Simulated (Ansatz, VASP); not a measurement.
**Two plane-wave programs on Nb2Te**

```xyz
3
Lattice="3.3923 0.0000 0.0000 0.0000 3.3923 0.0000 0.0000 0.0000 5.6546" Properties=species:S:1:pos:R:3 pbc="T T T"
Nb    1.6962    1.6962    1.6056
Nb    1.6962    1.6962    4.0490
Te    0.0000    0.0000    0.0000
```

Alike in both runs: functional PBE; k mesh 14 × 14 × 8; occupations gaussian, width 0.1 eV; no spin polarisation.

Ansatz relaxed the structure, and its values are those at the end. VASP's run is a single point on that final structure, the one shown.

|  | VASP | Ansatz |
| --- | --- | --- |
| version | VASP 6.6.1 | Ansatz 0.2.0 |
| potentials or method | VASP PAW PBE potentials, release 64 (Nb_sv, Te), cutoff 520 eV | scalar-relativistic, plane waves, PAW |
| valence electrons in the cell | 32 | 42 |

```csv
,VASP,Ansatz,Ansatz less VASP
gap on the k mesh at the Fermi level (eV),none,none,-
pressure (GPa),-0.2,0.0,+0.23
rms of the force components (eV/Å),0.013,0.000,-0.0127
```

A gap of «none» marks a metal or a gap that the smearing closes. VASP's potentials hold 32 valence electrons a cell and Ansatz's 42, so a difference there can come from the potentials and not from the codes.

Spin-orbit coupling is off throughout.
